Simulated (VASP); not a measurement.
# PtS2 (P-3m1) in VASP: notebook

PtS2 is run at these levels: PBEsol; tasks: relaxation of shape and atoms at fixed volume, relaxation of cell and atoms.

Everything below comes from runs of VASP 6.6.1. Logs are shortened: lines on timing, memory, paths and dates and some standing lists are left out, and cuts for length are marked.

## Step 1: The cell of the first run

Symmetry: P-3m1, No. 164, trigonal system. Conventional cell: a = 3.607 Å, b = 3.607 Å, c = 4.814 Å, α = 90.00°, β = 90.00°, γ = 120.00°. Within 3.2 Å of Pt (site symmetry -3m) lie 6 S at 2.41 Å. Within 3.2 Å of S (site symmetry 3m) lie 3 Pt at 2.41 Å and 6 S at 3.18 to 3.19 Å.

## Step 2: Relaxation of shape and atoms at fixed volume, PBEsol (18.08 Å³/atom)

Contents of INCAR:

```
PREC = Accurate ; ENCUT = 600
EDIFF = 1E-6 ; ISMEAR = 0
SIGMA = 0.02 ; LREAL = False
LASPH = True ; NELM = 100
ALGO = Normal ; ISIF = 4
LWAVE = False ; LCHARG = False
GGA = PS ; IBRION = 2
NSW = 50 ; EDIFFG = -0.01
```

Contents of KPOINTS:

```
regular mesh
0
Gamma
  12 12 8
```

Contents of POSCAR:

```
PtS2
1.0
    3.6069212466      0.0000000000      0.0000000000
   -1.8034606233      3.1236854290      0.0000000000
    0.0000000000      0.0000000000      4.8144331518
Pt S
1 2
Direct
    0.0000000000      0.0000000000      0.0000000000
    0.3333333333      0.6666666667      0.2510159186
    0.6666666667      0.3333333333      0.7489840814
```

Potentials or basis: VASP PAW PBE potentials, release 64 (Pt, S).

On the command line:

```sh
$ cat potpaw_PBE.64/Pt/POTCAR potpaw_PBE.64/S/POTCAR > POTCAR
$ mpirun -np 1 vasp_std > vasp.out
```

OUTCAR:

```text
PREC = Accurate
   ENCUT = 600
   EDIFF = 1E-6
   ISMEAR = 0
   LREAL = False
   LASPH = True
   NELM = 100
   ISIF = 4
   GGA = PS
   IBRION = 2
   NSW = 50
   EDIFFG = -0.01

 ion  position               nearest neighbor table
   1  0.000  0.000  0.000-   2 2.41   3 2.41   2 2.41   3 2.41   3 2.41   2 2.41
   2  0.333  0.667  0.251-   1 2.41   1 2.41   1 2.41
   3  0.667  0.333  0.749-   1 2.41   1 2.41   1 2.41

  LATTYP: Found a hexagonal cell.
 ALAT       =     3.6069212466
 C/A-ratio  =     1.3347763432

  Lattice vectors:

 A1 = (   3.6069212466,   0.0000000000,   0.0000000000)
 A2 = (  -1.8034606233,   3.1236854290,   0.0000000000)
 A3 = (   0.0000000000,   0.0000000000,   4.8144331518)

Analysis of symmetry for initial positions (statically):
=====================================================================
 Subroutine PRICEL returns:
 Original cell was already a primitive cell.

 Routine SETGRP: Setting up the symmetry group for a
 hexagonal supercell.

 Subroutine GETGRP returns: Found 12 space group operations
 (whereof 12 operations were pure point group operations)
 out of a pool of 24 trial point group operations.

The static configuration has the point symmetry D_3d.

Analysis of symmetry for dynamics (positions and initial velocities):
=====================================================================
 Subroutine PRICEL returns:
 Original cell was already a primitive cell.

 Routine SETGRP: Setting up the symmetry group for a
 hexagonal supercell.

 Subroutine GETGRP returns: Found 12 space group operations
 (whereof 12 operations were pure point group operations)
 out of a pool of 24 trial point group operations.

The dynamic configuration has the point symmetry D_3d.

 Subroutine INISYM returns: Found 12 space group operations
 (whereof 12 operations are pure point group operations),
 and found     1 'primitive' translations

----------------------------------------------------------------------------------------

                                     Primitive cell

  volume of cell :      54.2437

  direct lattice vectors                    reciprocal lattice vectors
     3.606921247  0.000000000  0.000000000     0.277244756  0.160067334  0.000000000
    -1.803460623  3.123685429  0.000000000     0.000000000  0.320134669  0.000000000
     0.000000000  0.000000000  4.814433152     0.000000000  0.000000000  0.207708772

  length of vectors
     3.606921247  3.606921247  4.814433152     0.320134669  0.320134669  0.207708772

  position of ions in fractional coordinates (direct lattice)
     0.000000000  0.000000000  0.000000000
     0.333333333  0.666666667  0.251015919
     0.666666667  0.333333333  0.748984081

  ion indices of the primitive-cell ions
   primitive index   ion index
                 1           1
                 2           2
                 3           3

----------------------------------------------------------------------------------------

 KPOINTS: regular mesh

Automatic generation of k-mesh.
 Grid dimensions read from file:
 generate k-points for:   12   12    8

 Generating k-lattice:

  Cartesian coordinates                     Fractional coordinates (reciprocal lattice)
     0.023103730  0.013338945  0.000000000     0.083333333  0.000000000  0.000000000
     0.000000000  0.026677889  0.000000000     0.000000000  0.083333333  0.000000000
     0.000000000  0.000000000  0.025963597     0.000000000  0.000000000  0.125000000

  Length of vectors
     0.026677889  0.026677889  0.025963597

  Shift w.r.t. Gamma in fractional coordinates (k-lattice)
     0.000000000  0.000000000  0.000000000

 Subroutine IBZKPT returns following result:
 ===========================================

 Found    131 irreducible k-points:

 Following reciprocal coordinates:
            Coordinates               Weight
  0.000000  0.000000  0.000000      1.000000
  0.083333  0.000000  0.000000      6.000000
  0.166667  0.000000  0.000000      6.000000
  0.250000  0.000000  0.000000      6.000000
  0.333333  0.000000  0.000000      6.000000
  0.416667  0.000000  0.000000      6.000000
[... 16 lines left out ...]
  0.166667  0.000000  0.125000      6.000000
  0.000000  0.166667  0.125000      6.000000
 [... further k-points ...]
   k-points           NKPTS =    131   k-points in BZ     NKDIM =    131   number of bands    NBANDS=     15
   number of dos      NEDOS =    301   number of ions     NIONS =      3
   total plane-waves  NPLWV =  36000
   dimension x,y,z NGX =    30 NGY =   30 NGZ =   40
   dimension x,y,z NGXF=    60 NGYF=   60 NGZF=   80
   ions per type =               1   2
   NGX,Y,Z   is equivalent  to a cutoff of  13.83, 13.83, 13.81 a.u.
   NGXF,Y,Z  is equivalent  to a cutoff of  27.65, 27.65, 27.62 a.u.
 SYSTEM =  unknown system
   PREC   = accura    normal or accurate (medium, high low for compatibility)
   ISTART =      0    job   : 0-new  1-cont  2-samecut
   ICHARG =      2    charge: 1-file 2-atom 10-const
   ISPIN  =      1    spin polarized calculation?
   LNONCOLLINEAR =      F non collinear calculations
   LSORBIT =      F    spin-orbit coupling
   LASPH  =      T    aspherical Exc in radial PAW
   ENCUT  =  600.0 eV  44.10 Ry    6.64 a.u.   7.20  7.20  9.62*2*pi/ulx,y,z
   NELM   =    100;   NELMIN=  2; NELMDL= -5     # of ELM steps
   EDIFF  = 0.1E-05   stopping-criterion for ELM
   LREAL  =      F    real-space projection
   EDIFFG = -.1E-01   stopping-criterion for IOM
   NSW    =     50    number of steps for IOM
   IBRION =      2    ionic relax: 0-MD 1-quasi-New 2-CG
   NFREE  =      1    steps in history (QN), initial steepest desc. (CG)
   ISIF   =      4    stress and relaxation
   ISYM   =      2    0-nonsym 1-usesym 2-fastsym
   POTIM  = 0.5000    time-step for ionic-motion
   TEBEG  =    0.0;   TEEND  =   0.0 temperature during run
   PSTRESS=    0.0 pullay stress
   NELECT =      22.0000    total number of electrons
   NUPDOWN=      -1.0000    fix difference up-down
   EMIN   =  10.00;   EMAX   =-10.00  energy-range for DOS
   EFERMI =   0.00;   METHOD = LEGACY
   ISMEAR =     0;   SIGMA  =   0.02  broadening in eV -4-tet -1-fermi 0-gaus
   EFERMI_NEDOS =   21; number of points for ismear=-14 and -15
   IALGO  =     38    algorithm
   IMIX   =      4    mixing-type and parameters
     AMIX     =   0.40;   BMIX     =  1.00
     AMIX_MAG =   1.60;   BMIX_MAG =  1.00
  volume/ion in A,a.u.               =      18.08       122.02
  Fermi-wavevector in a.u.,A,eV,Ry     =   1.211805  2.289979 19.979761  1.468471
  Thomas-Fermi vector in A             =   2.347309
   LORBIT       =      0    0 simple, 1 ext, 2 COOP (PROOUT), +10 PAW based schemes
   GGA     = PS    functional components
   LHFCALC =     F    Hartree Fock is set to
   AEXX    =    0.0000 exact exchange contribution
   IVDW    =     0    specifies the selected vdW correction
   LEPSILON=     F    determine dielectric tensor
   LRPA    =     F    only Hartree local field effects (RPA)
 conjugate gradient relaxation of ions
 non-spin polarized calculation
 Gauss-broadening in eV      SIGMA  =   0.02
  energy-cutoff  :      600.00
  volume of cell :       54.24
 maximum number of plane-waves:      1830
 NGX is ok and might be reduce to    30
   NGX = 15   NGY = 15   NGZ = 19

--------------------------------------- Ionic step        1  -------------------------------------------

 number of electron      22.0000002 magnetization

 Free energy of the ion-electron system (eV)
  ---------------------------------------------------
  ext. energy  EPLUGINS =         0.00000000
  ---------------------------------------------------
  free energy    TOTEN  =       -16.97540655 eV

  energy without entropy =      -16.97540655  energy(sigma->0) =      -16.97540655

------------------------ aborting loop because EDIFF is reached ----------------------------------------

  FORCE on cell =-STRESS in cart. coord.  units (eV):
  Direction    XX          YY          ZZ          XY          YZ          ZX
  --------------------------------------------------------------------------------------
  -------------------------------------------------------------------------------------
  Total       -1.6977578     -1.6977578     -1.0388708      0.0000000      0.0000000      0.0000000
  in kB      -50.1461061    -50.1461061    -30.6847793      0.0000000      0.0000000      0.0000000
  external PRESSURE =     -43.6589972 kB  Pullay stress =       0.0000000 kB
[... 170 lines left out ...]
  energy  without entropy=      -16.9971553152  energy(sigma->0) =      -16.99715532

--------------------------------------- Ionic step        6  -------------------------------------------

 number of electron      22.0000000 magnetization

 Free energy of the ion-electron system (eV)
  ---------------------------------------------------
  ext. energy  EPLUGINS =         0.00000000
  ---------------------------------------------------
  free energy    TOTEN  =       -16.99737815 eV

  energy without entropy =      -16.99737815  energy(sigma->0) =      -16.99737815

 E-fermi :   7.0805     XC(G=0): -10.9147

 val. band max:        6.9502016262   @ k =   0.0000   0.0000   0.0000
 cond. band min:       7.4736989901   @ k =   0.0000   0.2500   0.2500
 fundamental gap:      0.5234973638
 Fermi energy:         7.0805328248

 k-point     1 :       0.0000    0.0000    0.0000
  band No.  band energies     occupation
      1      -8.5506      2.00000
      2      -5.4284      2.00000
      3      -0.2162      2.00000
      4       0.1188      2.00000
      5       0.1188      2.00000
      6       2.9697      2.00000
      7       2.9697      2.00000
      8       4.8094      2.00000
      9       5.6932      2.00000
     10       5.6932      2.00000
     11       6.9502      2.00000
     12       8.8070      0.00000
     13       8.8070      0.00000
     14      11.1763      0.00000
     15      12.1479      0.00000
[... 397 lines left out ...]
 k-point    24 :       0.0000    0.1667    0.1250
  band No.  band energies     occupation
      1      -8.1561      2.00000
      2      -5.7144      2.00000
      3      -0.0074      2.00000
      4       0.3207      2.00000
      5       0.7032      2.00000
      6       2.3166      2.00000
      7       2.7684      2.00000
      8       4.0464      2.00000
      9       5.3593      2.00000
     10       5.7173      2.00000
     11       6.8774      2.00000
     12       8.1942      0.00000
     13       8.4787      0.00000
     14      12.2464      0.00000
     15      13.0838      0.00000

 [... further k-points ...]

------------------------ aborting loop because EDIFF is reached ----------------------------------------

  FORCE on cell =-STRESS in cart. coord.  units (eV):
  Direction    XX          YY          ZZ          XY          YZ          ZX
  --------------------------------------------------------------------------------------
  -------------------------------------------------------------------------------------
  Total       -0.0990408     -0.0990408     -0.1137020     -0.0000000     -0.0000000      0.0000000
  in kB       -2.9253350     -2.9253350     -3.3583794     -0.0000000     -0.0000000      0.0000000
  external PRESSURE =      -3.0696831 kB  Pullay stress =       0.0000000 kB
[... 18 lines left out ...]
  FREE ENERGIE OF THE ION-ELECTRON SYSTEM (eV)
  ---------------------------------------------------
  free  energy   TOTEN  =       -16.9973781459 eV

  energy  without entropy=      -16.9973781459  energy(sigma->0) =      -16.99737815

 reached required accuracy - stopping structural energy minimisation
```

Run time: 4.9 min. Hardware: 1 thread of Oxide Virtual Turin-like, shared host; peak memory 0.25 GiB.

What came out:

```
Free energy               : -16.9974 eV
Energy gained by relaxing : 7.3 meV/atom
Ionic steps               : 6
Pressure after relaxing   : -0.3 GPa
Band gap on the k mesh    : 0.52 eV (least direct gap 0.73 eV)
```

Forces on the atoms (eV/Å):
```
Pt   0.000  0.000  0.000
S    0.000  0.000 -0.003
S    0.000  0.000  0.003
```

Step by step:
| step | energy change (eV) | largest force (eV/Å) | pressure (GPa) | volume (Å³) |
| --- | --- | --- | --- | --- |
| 1 | 0.0000 | 0.3741 | -4.37 | 54.24 |
| 2 | -0.0143 | 0.1826 | -2.71 | 54.24 |
| 3 | -0.0205 | 0.0422 | -0.77 | 54.24 |
| 4 | -0.0205 | 0.0626 | -0.59 | 54.24 |
| 5 | -0.0217 | 0.0241 | -0.42 | 54.24 |
| 6 | -0.0220 | 0.0026 | -0.31 | 54.24 |

Final structure:
```
CELL_PARAMETERS angstrom
3.56415 0.00000 0.00000
-1.78207 3.08664 0.00000
0.00000 0.00000 4.93068
ATOMIC_POSITIONS crystal
Pt 0.00000 0.00000 0.00000
S 0.33333 0.66667 0.24345
S 0.66667 0.33333 0.75655
```

Caveat: the PAW data sets were made with another functional, which shifts forces and pressure a little; spin-orbit coupling is left out, which moves the levels of the heavy elements. A k mesh can miss the band edges.

(Part 1 of 2 ends here.)
